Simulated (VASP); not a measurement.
# Ga7Sb9 (a cell with a defect) in VASP: further runs

Runs on Ga7Sb9 (a cell with a defect). Level: PBE. Tasks: single point, relaxation of the atoms.

Program: VASP 6.6.1. These are calculated values, not measurements. Logs are shortened: lines on timing, memory, paths and dates and some standing lists are left out, and cuts for length are marked.

## 1. The cell of the first run

The cell holds a defect, 16 atoms: a = 8.652 Å, b = 8.652 Å, c = 8.652 Å, α = 60.00°, β = 60.00°, γ = 60.00°.

## 2. Single point, PBE

File INCAR:

```
PREC = Accurate
ENCUT = 400
EDIFF = 1E-6
ISMEAR = -1
SIGMA = 0.05
LREAL = False
LASPH = True
NELM = 120
ALGO = Normal
ISIF = 2
LWAVE = False
LCHARG = False
GGA = PE
NBANDS = 82
GGA_COMPAT = False
```

File KPOINTS:

```
regular mesh
0
Gamma
  2 2 2
```

File POSCAR:

```
Ga7Sb9
1.0
    0.0000000000      6.1180000000      6.1180000000
    6.1180000000      0.0000000000      6.1180000000
    6.1180000000      6.1180000000      0.0000000000
Sb Ga
9 7
Direct
    0.0000000000      0.0000000000      0.0000000000
    0.1340578541      0.1340578541      0.1340578541
    0.1340578541      0.1340578541      0.5978264377
    0.1340578541      0.5978264377      0.1340578541
    0.1277342713      0.6240885762      0.6240885762
    0.5978264377      0.1340578541      0.1340578541
    0.6240885762      0.1277342713      0.6240885762
    0.6240885762      0.6240885762      0.1277342713
    0.6240885762      0.6240885762      0.6240885762
   -0.0042350199     -0.0042350199      0.5042350199
   -0.0042350199      0.5042350199     -0.0042350199
   -0.0042350199      0.5042350199      0.5042350199
    0.5042350199     -0.0042350199     -0.0042350199
    0.5042350199     -0.0042350199      0.5042350199
    0.5042350199      0.5042350199     -0.0042350199
    0.5000000000      0.5000000000      0.5000000000
```

Potentials or basis: VASP PAW PBE potentials, release 64 (Sb, Ga_d).

Run with:

```
> cat potpaw_PBE.64/Sb/POTCAR potpaw_PBE.64/Ga_d/POTCAR > POTCAR
> mpirun -np 1 vasp_std > vasp.out
```

OUTCAR:

```text
PREC = Accurate
   ENCUT = 400
   EDIFF = 1E-6
   ISMEAR = -1
   LREAL = False
   LASPH = True
   NELM = 120
   ISIF = 2
   GGA = PE

 ion  position               nearest neighbor table
   1  0.000  0.000  0.000-   2 2.84   3 2.84   4 2.84   6 2.84
   2  0.134  0.134  0.134-  10 2.62  11 2.62  13 2.62   1 2.84
   3  0.134  0.134  0.598-  12 2.62  14 2.62  10 2.62   1 2.84
   4  0.134  0.598  0.134-  12 2.62  15 2.62  11 2.62   1 2.84
   5  0.128  0.624  0.624-  12 2.63  11 2.63  10 2.63  16 2.63
   6  0.598  0.134  0.134-  14 2.62  15 2.62  13 2.62   1 2.84
[... 8 lines left out ...]
  15  0.504  0.504  0.996-   4 2.62   6 2.62   8 2.63   9 2.63
  16  0.500  0.500  0.500-   9 2.63   7 2.63   8 2.63   5 2.63

  LATTYP: Found a face centered cubic cell.
 ALAT       =    12.2360000000

  Lattice vectors:

 A1 = (   0.0000000000,   6.1180000000,   6.1180000000)
 A2 = (   6.1180000000,   0.0000000000,   6.1180000000)
 A3 = (   6.1180000000,   6.1180000000,   0.0000000000)

Analysis of symmetry for initial positions (statically):
=====================================================================
 Subroutine PRICEL returns:
 Original cell was already a primitive cell.

 Routine SETGRP: Setting up the symmetry group for a
 face centered cubic supercell.

 Subroutine GETGRP returns: Found 24 space group operations
 (whereof 24 operations were pure point group operations)
 out of a pool of 48 trial point group operations.

The static configuration has the point symmetry T_d .

Analysis of symmetry for dynamics (positions and initial velocities):
=====================================================================
 Subroutine PRICEL returns:
 Original cell was already a primitive cell.

 Routine SETGRP: Setting up the symmetry group for a
 face centered cubic supercell.

 Subroutine GETGRP returns: Found 24 space group operations
 (whereof 24 operations were pure point group operations)
 out of a pool of 48 trial point group operations.

The dynamic configuration has the point symmetry T_d .

 Subroutine INISYM returns: Found 24 space group operations
 (whereof 24 operations are pure point group operations),
 and found     1 'primitive' translations

----------------------------------------------------------------------------------------

                                     Primitive cell

  volume of cell :     457.9926

  direct lattice vectors                    reciprocal lattice vectors
     0.000000000  6.118000000  6.118000000    -0.081726054  0.081726054  0.081726054
     6.118000000  0.000000000  6.118000000     0.081726054 -0.081726054  0.081726054
     6.118000000  6.118000000  0.000000000     0.081726054  0.081726054 -0.081726054

  length of vectors
     8.652158575  8.652158575  8.652158575     0.141553678  0.141553678  0.141553678

  position of ions in fractional coordinates (direct lattice)
     0.000000000  0.000000000  0.000000000
     0.134057854  0.134057854  0.134057854
     0.134057854  0.134057854  0.597826438
     0.134057854  0.597826438  0.134057854
     0.127734271  0.624088576  0.624088576
     0.597826438  0.134057854  0.134057854
[... 8 lines left out ...]
     0.504235020  0.504235020  0.995764980
     0.500000000  0.500000000  0.500000000

  ion indices of the primitive-cell ions
   primitive index   ion index
                 1           1
                 2           2
                 3           3
                 4           4
                 5           5
                 6           6
[... 8 lines left out ...]
                15          15
                16          16

----------------------------------------------------------------------------------------

 KPOINTS: regular mesh

Automatic generation of k-mesh.
 Grid dimensions read from file:
 generate k-points for:    2    2    2

 Generating k-lattice:

  Cartesian coordinates                     Fractional coordinates (reciprocal lattice)
    -0.040863027  0.040863027  0.040863027     0.500000000  0.000000000  0.000000000
     0.040863027 -0.040863027  0.040863027     0.000000000  0.500000000  0.000000000
     0.040863027  0.040863027 -0.040863027     0.000000000  0.000000000  0.500000000

  Length of vectors
     0.070776839  0.070776839  0.070776839

  Shift w.r.t. Gamma in fractional coordinates (k-lattice)
     0.000000000  0.000000000  0.000000000

 Subroutine IBZKPT returns following result:
 ===========================================

 Found      3 irreducible k-points:

 Following reciprocal coordinates:
            Coordinates               Weight
  0.000000  0.000000  0.000000      1.000000
  0.500000  0.000000  0.000000      4.000000
  0.500000  0.500000  0.000000      3.000000
   k-points           NKPTS =      3   k-points in BZ     NKDIM =      3   number of bands    NBANDS=     82
   number of dos      NEDOS =    301   number of ions     NIONS =     16
   total plane-waves  NPLWV = 175616
   dimension x,y,z NGX =    56 NGY =   56 NGZ =   56
   dimension x,y,z NGXF=   112 NGYF=  112 NGZF=  112
   ions per type =               9   7
   NGX,Y,Z   is equivalent  to a cutoff of  10.76, 10.76, 10.76 a.u.
   NGXF,Y,Z  is equivalent  to a cutoff of  21.52, 21.52, 21.52 a.u.
 SYSTEM =  unknown system
   PREC   = accura    normal or accurate (medium, high low for compatibility)
   ISTART =      0    job   : 0-new  1-cont  2-samecut
   ICHARG =      2    charge: 1-file 2-atom 10-const
   ISPIN  =      1    spin polarized calculation?
   LNONCOLLINEAR =      F non collinear calculations
   LSORBIT =      F    spin-orbit coupling
   LASPH  =      T    aspherical Exc in radial PAW
   ENCUT  =  400.0 eV  29.40 Ry    5.42 a.u.  14.11 14.11 14.11*2*pi/ulx,y,z
   NELM   =    120;   NELMIN=  2; NELMDL= -5     # of ELM steps
   EDIFF  = 0.1E-05   stopping-criterion for ELM
   LREAL  =      F    real-space projection
   EDIFFG = 0.1E-04   stopping-criterion for IOM
   NSW    =      0    number of steps for IOM
   IBRION =     -1    ionic relax: 0-MD 1-quasi-New 2-CG
   NFREE  =      0    steps in history (QN), initial steepest desc. (CG)
   ISIF   =      2    stress and relaxation
   ISYM   =      2    0-nonsym 1-usesym 2-fastsym
   POTIM  = 0.5000    time-step for ionic-motion
   TEBEG  =    0.0;   TEEND  =   0.0 temperature during run
   PSTRESS=    0.0 pullay stress
   NELECT =     136.0000    total number of electrons
   NUPDOWN=      -1.0000    fix difference up-down
   EMIN   =  10.00;   EMAX   =-10.00  energy-range for DOS
   EFERMI =   0.00;   METHOD = LEGACY
   ISMEAR =    -1;   SIGMA  =   0.05  broadening in eV -4-tet -1-fermi 0-gaus
   EFERMI_NEDOS =   21; number of points for ismear=-14 and -15
   IALGO  =     38    algorithm
   IMIX   =      4    mixing-type and parameters
     AMIX     =   0.40;   BMIX     =  1.00
     AMIX_MAG =   1.60;   BMIX_MAG =  1.00
  volume/ion in A,a.u.               =      28.62       193.17
  Fermi-wavevector in a.u.,A,eV,Ry     =   1.092199  2.063956 16.230363  1.192898
  Thomas-Fermi vector in A             =   2.228459
   LORBIT       =      0    0 simple, 1 ext, 2 COOP (PROOUT), +10 PAW based schemes
   GGA     = PE    functional components
   LHFCALC =     F    Hartree Fock is set to
   AEXX    =    0.0000 exact exchange contribution
   IVDW    =     0    specifies the selected vdW correction
   LEPSILON=     F    determine dielectric tensor
   LRPA    =     F    only Hartree local field effects (RPA)
 non-spin polarized calculation
  energy-cutoff  :      400.00
  volume of cell :      457.99
 maximum number of plane-waves:      8363
   NGX = 29   NGY = 29   NGZ = 29

 number of electron     135.9999840 magnetization

 Free energy of the ion-electron system (eV)
  ---------------------------------------------------
  ext. energy  EPLUGINS =         0.00000000
  ---------------------------------------------------
  free energy    TOTEN  =       -57.23279988 eV

  energy without entropy =      -57.20094947  energy(sigma->0) =      -57.21687467

 E-fermi :   5.6420     XC(G=0):  -9.1310

 val. band max:        5.6149964609   @ k =   0.0000   0.0000   0.0000
 cond. band min:       5.8316733126   @ k =   0.5000   0.0000   0.0000
 fundamental gap:      0.2166768518
 Fermi energy:         5.6420337012

 k-point     1 :       0.0000    0.0000    0.0000
  band No.  band energies     occupation
      1      -9.8498      2.00000
      2      -9.8498      2.00000
      3      -9.8498      2.00000
      4      -9.7964      2.00000
      5      -9.7964      2.00000
      6      -9.7964      2.00000
[... 72 lines left out ...]
     79       7.5307      0.00000
     80       7.5307      0.00000

 k-point     2 :       0.5000    0.0000    0.0000
  band No.  band energies     occupation
      1      -9.8483      2.00000
      2      -9.8483      2.00000
      3      -9.8477      2.00000
      4      -9.7980      2.00000
      5      -9.7938      2.00000
      6      -9.7938      2.00000
[... 72 lines left out ...]
     79       8.8214      0.00000
     80       8.8214      0.00000

 k-point     3 :       0.5000    0.5000    0.0000
  band No.  band energies     occupation
      1      -9.8482      2.00000
      2      -9.8473      2.00000
      3      -9.8473      2.00000
      4      -9.7986      2.00000
      5      -9.7917      2.00000
      6      -9.7917      2.00000
[... 72 lines left out ...]
     79       8.9896      0.00000
     80       9.3042      0.00000
 [bands above 80 left out]

------------------------ aborting loop because EDIFF is reached ----------------------------------------

  FORCE on cell =-STRESS in cart. coord.  units (eV):
  Direction    XX          YY          ZZ          XY          YZ          ZX
  --------------------------------------------------------------------------------------
  -------------------------------------------------------------------------------------
  Total       16.6805256     16.6805256     16.6805256     -0.0000000     -0.0000000      0.0000000
  in kB       58.3528268     58.3528268     58.3528268     -0.0000000     -0.0000000      0.0000000
  external PRESSURE =      58.3528268 kB  Pullay stress =       0.0000000 kB

 VOLUME and BASIS-vectors are now :
 -----------------------------------------------------------------------------
  energy-cutoff  :      400.00
  volume of cell :      457.99
      direct lattice vectors                 reciprocal lattice vectors
     0.000000000  6.118000000  6.118000000    -0.081726054  0.081726054  0.081726054
     6.118000000  0.000000000  6.118000000     0.081726054 -0.081726054  0.081726054
     6.118000000  6.118000000  0.000000000     0.081726054  0.081726054 -0.081726054

 POSITION                                       TOTAL-FORCE (eV/Angst)
 -----------------------------------------------------------------------------------
      0.00000      0.00000      0.00000        -0.000000      0.000000      0.000000
      1.64033      1.64033      1.64033         0.015498      0.015498      0.015498
      4.47767      4.47767      1.64033        -0.015498     -0.015498      0.015498
      4.47767      1.64033      4.47767        -0.015498      0.015498     -0.015498
      7.63635      4.59965      4.59965         0.015693     -0.015693     -0.015693
      1.64033      4.47767      4.47767         0.015498     -0.015498     -0.015498
[... 8 lines left out ...]
      9.17700      9.17700      6.16982        -0.000000     -0.000000     -0.017934
      6.11800      6.11800      6.11800        -0.000000      0.000000      0.000000
 -----------------------------------------------------------------------------------
    total drift:                                0.000005      0.000005      0.000008

  FREE ENERGIE OF THE ION-ELECTRON SYSTEM (eV)
  ---------------------------------------------------
  free  energy   TOTEN  =       -57.2327998758 eV

  energy  without entropy=      -57.2009494662  energy(sigma->0) =      -57.21687467
```

It took 77 s on 1 thread of Intel Xeon 6975P-C (Granite Rapids), shared host; peak memory 0.44 GiB.

What came out:

| Quantity | Value |
| --- | --- |
| Free energy | -57.2328 eV |
| Pressure | 5.8 GPa |
| Largest force | 0.027 eV/Å |
| Band gap on the k mesh | zero (bands 68 and 69 overlap by 0.78 eV) |

Forces in eV/Å, atoms in the order of the input:
```
Sb   0.000  0.000  0.000
Sb   0.015  0.015  0.015
Sb  -0.015 -0.015  0.015
Sb  -0.015  0.015 -0.015
Sb   0.016 -0.016 -0.016
Sb   0.015 -0.015 -0.015
Sb  -0.016  0.016 -0.016
Sb  -0.016 -0.016  0.016
Sb   0.016  0.016  0.016
Ga   0.000  0.000  0.018
Ga   0.000  0.018  0.000
Ga  -0.018  0.000  0.000
Ga   0.018  0.000  0.000
Ga   0.000 -0.018  0.000
Ga   0.000  0.000 -0.018
Ga   0.000  0.000  0.000
```

Caveat: the k points lie up to 0.44 Å⁻¹ apart, too coarse for converged energies and pressures of a metal; spin-orbit coupling is left out, which moves the levels of the heavy elements.

[end of part 1 of 2]

The gap in the log of VASP goes by the Fermi energy; the results here count the filled bands.